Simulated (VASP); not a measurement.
# GaP (F-43m) in VASP: a series of runs

The runs below take GaP through single point, with PBE.

Everything below comes from runs of VASP 6.6.1. Logs are shortened: lines on timing, memory, paths and dates and some standing lists are left out, and cuts for length are marked.

**The experiment to reproduce.**

From “Stacking defects in GaP nanowires: Electronic structure and optical properties”, 2018, arxiv:1810.01194, for a bulk crystal of GaP at 10 K: band gap 2.34 eV (indirect).

The runs below are set against these values where they give the same quantity.

## (1) The cell of the first run

It takes space group F-43m (No. 216, cubic). The conventional cell has a = 5.451 Å, b = 5.451 Å, c = 5.451 Å, α = 90.00°, β = 90.00°, γ = 90.00°. Within 3.1 Å of Ga (site symmetry -43m) lie 4 P at 2.36 Å. Within 3.1 Å of P (site symmetry -43m) lie 4 Ga at 2.36 Å.

## (2) Single point, PBE

File INCAR:

```
  ALGO = Normal
  EDIFF = 1E-6
  ENCUT = 500
  GGA = PE
  GGA_COMPAT = False
  ISIF = 2
  ISMEAR = 0
  LASPH = True
  LCHARG = False
  LREAL = False
  LWAVE = False
  NBANDS = 16
  NELM = 120
  PREC = Accurate
  SIGMA = 0.01
```

File KPOINTS:

```
k-points
0
Gamma
  8 8 8
```

File POSCAR:

```
GaP
1.0
    3.8540860000      0.0000000000      0.0000000000
    1.9270430000      3.3377363844      0.0000000000
    1.9270430000      1.1125787948      3.1468480416
Ga P
1 1
Direct
    0.0000000000      0.0000000000      0.0000000000
    0.2500000000      0.2500000000      0.2500000000
```

Potentials or basis: VASP PAW PBE potentials, release 64 (Ga_d, P).

Launch:

```bash
> cat potpaw_PBE.64/Ga_d/POTCAR potpaw_PBE.64/P/POTCAR > POTCAR
> mpirun -np 1 vasp_std > vasp.out
```

OUTCAR:

```text
EDIFF = 1E-6
   ENCUT = 500
   GGA = PE
   ISIF = 2
   ISMEAR = 0
   LASPH = True
   LREAL = False
   NELM = 120
   PREC = Accurate

 ion  position               nearest neighbor table
   1  0.000  0.000  0.000-   2 2.36   2 2.36   2 2.36   2 2.36
   2  0.250  0.250  0.250-   1 2.36   1 2.36   1 2.36   1 2.36

  LATTYP: Found a face centered cubic cell.
 ALAT       =     5.4505006918

  Lattice vectors:

 A1 = (   3.8540860000,   0.0000000000,   0.0000000000)
 A2 = (   1.9270430000,   3.3377363844,   0.0000000000)
 A3 = (   1.9270430000,   1.1125787948,   3.1468480416)

Analysis of symmetry for initial positions (statically):
=====================================================================
 Subroutine PRICEL returns:
 Original cell was already a primitive cell.

 Routine SETGRP: Setting up the symmetry group for a
 face centered cubic supercell.

 Subroutine GETGRP returns: Found 24 space group operations
 (whereof 24 operations were pure point group operations)
 out of a pool of 48 trial point group operations.

The static configuration has the point symmetry T_d .

Analysis of symmetry for dynamics (positions and initial velocities):
=====================================================================
 Subroutine PRICEL returns:
 Original cell was already a primitive cell.

 Routine SETGRP: Setting up the symmetry group for a
 face centered cubic supercell.

 Subroutine GETGRP returns: Found 24 space group operations
 (whereof 24 operations were pure point group operations)
 out of a pool of 48 trial point group operations.

The dynamic configuration has the point symmetry T_d .

 Subroutine INISYM returns: Found 24 space group operations
 (whereof 24 operations are pure point group operations),
 and found     1 'primitive' translations

----------------------------------------------------------------------------------------

                                     Primitive cell

  volume of cell :      40.4808

  direct lattice vectors                    reciprocal lattice vectors
     3.854086000  0.000000000  0.000000000     0.259464890 -0.149802124 -0.105926098
     1.927043000  3.337736384  0.000000000     0.000000000  0.299604248 -0.105926098
     1.927043000  1.112578795  3.146848042     0.000000000  0.000000000  0.317778293

  length of vectors
[... 74 lines left out ...]
   ISTART =      0    job   : 0-new  1-cont  2-samecut
   ICHARG =      2    charge: 1-file 2-atom 10-const
   ISPIN  =      1    spin polarized calculation?
   LNONCOLLINEAR =      F non collinear calculations
   LSORBIT =      F    spin-orbit coupling
   LASPH  =      T    aspherical Exc in radial PAW
   ENCUT  =  500.0 eV  36.75 Ry    6.06 a.u.   7.03  7.03  7.03*2*pi/ulx,y,z
   NELM   =    120;   NELMIN=  2; NELMDL= -5     # of ELM steps
   EDIFF  = 0.1E-05   stopping-criterion for ELM
   LREAL  =      F    real-space projection
   EDIFFG = 0.1E-04   stopping-criterion for IOM
   NSW    =      0    number of steps for IOM
   IBRION =     -1    ionic relax: 0-MD 1-quasi-New 2-CG
   NFREE  =      0    steps in history (QN), initial steepest desc. (CG)
   ISIF   =      2    stress and relaxation
   ISYM   =      2    0-nonsym 1-usesym 2-fastsym
   POTIM  = 0.5000    time-step for ionic-motion
   TEBEG  =    0.0;   TEEND  =   0.0 temperature during run
   PSTRESS=    0.0 pullay stress
   NELECT =      18.0000    total number of electrons
   NUPDOWN=      -1.0000    fix difference up-down
   EMIN   =  10.00;   EMAX   =-10.00  energy-range for DOS
   EFERMI =   0.00;   METHOD = LEGACY
   ISMEAR =     0;   SIGMA  =   0.01  broadening in eV -4-tet -1-fermi 0-gaus
   EFERMI_NEDOS =   21; number of points for ismear=-14 and -15
   IALGO  =     38    algorithm
   IMIX   =      4    mixing-type and parameters
     AMIX     =   0.40;   BMIX     =  1.00
     AMIX_MAG =   1.60;   BMIX_MAG =  1.00
  volume/ion in A,a.u.               =      20.24       136.59
  Fermi-wavevector in a.u.,A,eV,Ry     =   1.249537  2.361283 21.243371  1.561344
  Thomas-Fermi vector in A             =   2.383573
   LORBIT       =      0    0 simple, 1 ext, 2 COOP (PROOUT), +10 PAW based schemes
   GGA     = PE    functional components
   LHFCALC =     F    Hartree Fock is set to
   AEXX    =    0.0000 exact exchange contribution
   IVDW    =     0    specifies the selected vdW correction
   LEPSILON=     F    determine dielectric tensor
   LRPA    =     F    only Hartree local field effects (RPA)
 non-spin polarized calculation
 Gauss-broadening in eV      SIGMA  =   0.01
  energy-cutoff  :      500.00
  volume of cell :       40.48
 maximum number of plane-waves:      1056
   NGX = 13   NGY = 13   NGZ = 13

 number of electron      18.0000016 magnetization

 Free energy of the ion-electron system (eV)
  ---------------------------------------------------
  ext. energy  EPLUGINS =         0.00000000
  ---------------------------------------------------
  free energy    TOTEN  =        -9.11601253 eV

  energy without entropy =       -9.11601253  energy(sigma->0) =       -9.11601253

 E-fermi :   4.7749     XC(G=0):  -9.8330

 val. band max:        4.6523037694   @ k =   0.0000   0.0000   0.0000
 cond. band min:       6.2940656934   @ k =   0.3750   0.3750  -0.0000
 fundamental gap:      1.6417619239
 Fermi energy:         4.7748772781

 k-point     1 :       0.0000    0.0000    0.0000
  band No.  band energies     occupation
      1      -9.8986      2.00000
      2      -9.8986      2.00000
      3      -9.8986      2.00000
      4      -9.7989      2.00000
      5      -9.7989      2.00000
      6      -7.8395      2.00000
[... 433 lines left out ...]
      3      -9.8556      2.00000
      4      -9.8040      2.00000
      5      -9.7916      2.00000
      6      -5.3676      2.00000
[... 8 lines left out ...]
     15      16.6573      0.00000
     16      17.1621      0.00000

 [... further k-points ...]
[... 5 lines left out ...]
  --------------------------------------------------------------------------------------
  -------------------------------------------------------------------------------------
  Total        0.6094391      0.6094391      0.6094391      0.0000000     -0.0000000     -0.0000000
  in kB       24.1208005     24.1208005     24.1208005      0.0000000     -0.0000000     -0.0000000
  external PRESSURE =      24.1208005 kB  Pullay stress =       0.0000000 kB

 VOLUME and BASIS-vectors are now :
 -----------------------------------------------------------------------------
  energy-cutoff  :      500.00
  volume of cell :       40.48
      direct lattice vectors                 reciprocal lattice vectors
     3.854086000  0.000000000  0.000000000     0.259464890 -0.149802124 -0.105926098
     1.927043000  3.337736384  0.000000000     0.000000000  0.299604248 -0.105926098
     1.927043000  1.112578795  3.146848042     0.000000000  0.000000000  0.317778293

 POSITION                                       TOTAL-FORCE (eV/Angst)
 -----------------------------------------------------------------------------------
      0.00000      0.00000      0.00000         0.000000     -0.000000     -0.000000
      1.92704      1.11258      0.78671        -0.000000      0.000000      0.000000
 -----------------------------------------------------------------------------------
    total drift:                                0.000001      0.000001      0.000001

  FREE ENERGIE OF THE ION-ELECTRON SYSTEM (eV)
  ---------------------------------------------------
  free  energy   TOTEN  =        -9.1160125281 eV

  energy  without entropy=       -9.1160125281  energy(sigma->0) =       -9.11601253
```

stdout:

```text
POSCAR found type information on POSCAR GaP
 POSCAR found :  2 types and       2 ions
 scaLAPACK will be used
 LDA part: xc-table for (Slater+PW92), standard interpolation
 POSCAR, INCAR and KPOINTS ok, starting setup
 FFT: planning ... GRIDC
 FFT: planning ... GRID_SOFT
 FFT: planning ... GRID
 WAVECAR not read
 entering main loop
```

Wall time 11 s (1 thread of AMD EPYC 9R45 (Zen 5), shared host); peak memory 0.13 GiB.

Results:

* Free energy: -9.1160 eV
* Pressure: 2.4 GPa
* Band gap on the k mesh: 1.64 eV, indirect (least direct gap 1.83 eV)

## (3) Single point, PBE

File INCAR:

```
SYSTEM = GaP
ALGO = Normal ; EDIFF = 1E-6
ENCUT = 500 ; GGA = PE
GGA_COMPAT = .False. ; ISIF = 2
ISMEAR = 0 ; LASPH = .True.
LCHARG = .False. ; LREAL = .False.
LWAVE = .False. ; NBANDS = 16
NELM = 120 ; PREC = Accurate
SIGMA = 0.01
```

File KPOINTS:

```
k-points
0
Gamma
  8 8 8
  0 0 0
```

POSCAR is that of step 2.

Potentials or basis: VASP PAW PBE potentials, release 64 (Ga_d, P).

Launch:

```bash
> cat potpaw_PBE.64/Ga_d/POTCAR potpaw_PBE.64/P/POTCAR > POTCAR
> mpirun -np 1 vasp_std > vasp.out
```

Wall time 11 s (1 thread of AMD EPYC 9R45 (Zen 5), shared host); peak memory 0.13 GiB.

It converged, with:

```
Free energy            : -9.1160 eV
Pressure               : 2.4 GPa
Band gap on the k mesh : 1.64 eV, indirect (least direct gap 1.83 eV)
```

Levels at points of the mesh, in eV from the valence-band top:
| k point | band 7 | band 8 | band 9 | band 10 | band 11 | band 12 |
| --- | --- | --- | --- | --- | --- | --- |
| (0.00, 0.00, 0.00) | 0.00 | 0.00 | 0.00 | 1.83 | 3.89 | 3.89 |
| (0.50, 0.00, 0.00) | -6.63 | -1.12 | -1.12 | 1.67 | 4.72 | 4.72 |
| (0.50, 0.50, 0.00) | -6.75 | -2.68 | -2.68 | 1.65 | 1.82 | 10.60 |

## (4) Against experiment

Step 2. A measured gap of GaP is 2.34 eV (indirect; 10 K; quoted in “Stacking defects in GaP nanowires: Electronic structure and optical properties”, 2018, arxiv:1810.01194); the calculated 1.64 eV misses it by -0.70 eV. Spin-orbit coupling on Ga is left out. The value is that of PBE on a finite k mesh, which can miss the band edges, without temperature or zero-point motion. Semilocal functionals fall short of measured gaps as a rule.

Step 3. A measured gap of GaP is 2.34 eV (indirect; 10 K; quoted in “Stacking defects in GaP nanowires: Electronic structure and optical properties”, 2018, arxiv:1810.01194); the calculated 1.64 eV misses it by -0.70 eV. Spin-orbit coupling on Ga is left out. The value is that of PBE on a finite k mesh, which can miss the band edges, without temperature or zero-point motion. Semilocal functionals fall short of measured gaps as a rule.
